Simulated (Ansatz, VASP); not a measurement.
# Os: VASP beside Ansatz

```
Os
1.0
     2.73938    0.00000    0.00000
    -1.36969    2.37237    0.00000
     0.00000    0.00000    4.31382
Os
2
Direct
  0.33333 0.66667 0.25000
  0.66667 0.33333 0.75000
```

Alike in both runs: task single point; functional r2SCAN; k mesh 13 × 13 × 7; no spin polarisation.

```csv
,VASP,Ansatz
version,VASP 6.6.1,Ansatz 0.2.0
potentials or method,"VASP PAW PBE potentials, release 64 (Os), cutoff 520 eV","plane waves (500 eV) with PAW, scalar-relativistic"
occupations,"methfessel-paxton of order 1, width 1 eV","cold, width 1 eV"
valence electrons in the cell,16,32
```

|  | VASP | Ansatz | Ansatz less VASP |
| --- | --- | --- | --- |
| pressure (GPa) | 0.4 | -0.8 | -1.17 |
| traceless stress, the component that is largest in VASP (GPa) | 0.43 | 0.88 | +0.444 |

VASP's potentials were made for PBE, not for r2SCAN. VASP's potentials hold 16 valence electrons a cell and Ansatz's 32, so a difference there can come from the potentials and not from the codes.

Neither program's run includes spin-orbit coupling.
